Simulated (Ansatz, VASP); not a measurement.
**WS2 in VASP and in Ansatz**

```
CELL_PARAMETERS angstrom
1.50825 0.83421 6.13842
-1.64975 0.86579 6.17000
-0.04340 -1.88491 6.18156
ATOMIC_POSITIONS crystal
W 0.00000 0.00000 0.00000
S 0.75030 0.75030 0.75030
S 0.58100 0.58100 0.58100
```

Change from the starting cell: equal xy, yz and zx shear strains of -2 %.

Alike in both runs: task single point; functional LDA; k mesh 13 × 13 × 13; occupations fermi-dirac, width 0.08 eV; no spin polarisation.

```csv
,VASP,Ansatz
version,VASP 6.6.1,Ansatz 0.2.0
potentials or method,"VASP PAW LDA potentials, release 64 (W_sv, S), cutoff 520 eV","all-electron LAPW, scalar-relativistic"
```

```tsv
	VASP	Ansatz	Ansatz less VASP
pressure (GPa)	-3.0	-3.4	-0.35
traceless stress, the component that is largest in VASP (GPa)	3.24	3.23	-0.012
rms of the force components (eV/Å)	0.351	0.356	+0.0047
```

LDA's correlation is that of Perdew and Zunger in VASP and of Perdew and Wang (1992) in Ansatz. Atom by atom the forces differ by 0.021 eV/Å (rms over components). Ansatz ran all-electron here, and VASP with PAW potentials.

Spin-orbit coupling is off throughout.
